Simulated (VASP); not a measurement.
Set up this calculation in VASP 6.6.1, as the native input.

- Task: single point
- Functional: PBE
- Potentials or basis: VASP PAW PBE potentials, release 64 (Ba_sv, Be)
- Cutoff: 520 eV
- k mesh: 4 × 4 × 2
- Occupations: gaussian, width 0.1 eV
- Spin: no spin polarisation
- Dipole correction: no
- Further INCAR settings: ALGO = Normal; EDIFF = 1e-06; NBANDS = 31

The structure of Ba2Be lies in POSCAR:

```
Ba2Be
1.0
    5.3487218977      0.0000000000      0.0000000000
    0.0000000000      5.3487218977      0.0000000000
    0.0000000000      0.0000000000      8.3353447180
Ba Be
4 2
Direct
    0.0000000000      0.0000000000      0.0000000000
    0.5000000000      0.5000000000      0.0000000000
    0.0000000000      0.5000000000      0.6138985087
    0.5000000000      0.0000000000      0.3861014913
    0.0000000000      0.5000000000      0.2279872301
    0.5000000000      0.0000000000      0.7720127699
```

The cell was generated, and may not be a known phase.

These files were run (other wordings do the same):

INCAR

```
ALGO     = Normal         # electronic algorithm
EDIFF    = 1E-6           # SCF threshold, eV
ENCUT    = 520            # plane-wave cutoff, eV
GGA      = PE             # functional
ISIF     = 2              # what is computed and relaxed
ISMEAR   = 0              # smearing method
LASPH    = True           # aspherical terms in the spheres
LCHARG   = False          # write CHGCAR
LREAL    = False          # projectors in reciprocal space
LWAVE    = False          # write WAVECAR
NBANDS   = 31             # bands
NELM     = 80             # most SCF steps
PREC     = Accurate       # precision mode
SIGMA    = 0.1            # smearing width, eV
```

KPOINTS

```
k-points
0
Gamma
  4 4 2
```

Potentials or basis: VASP PAW PBE potentials, release 64 (Ba_sv, Be).

Launch:

```bash
$ cat potpaw_PBE.64/Ba_sv/POTCAR potpaw_PBE.64/Be/POTCAR > POTCAR
$ mpirun -np 1 vasp_std > vasp.out
```

Results of the run:

```yaml
Pressure: 0.2 GPa
Largest_force: 0.032 eV/Å
Band_gap_on_the_k_mesh: zero (bands 22 and 23 overlap by 0.74 eV)
```

Caveat: the k points lie up to 0.38 Å⁻¹ apart, too coarse for converged energies and pressures of a metal; spin-orbit coupling is left out, which moves the levels of the heavy elements.

It took 100 s on 1 thread of Oxide Virtual Turin-like Processor (shared host), peak memory 0.3 GiB.
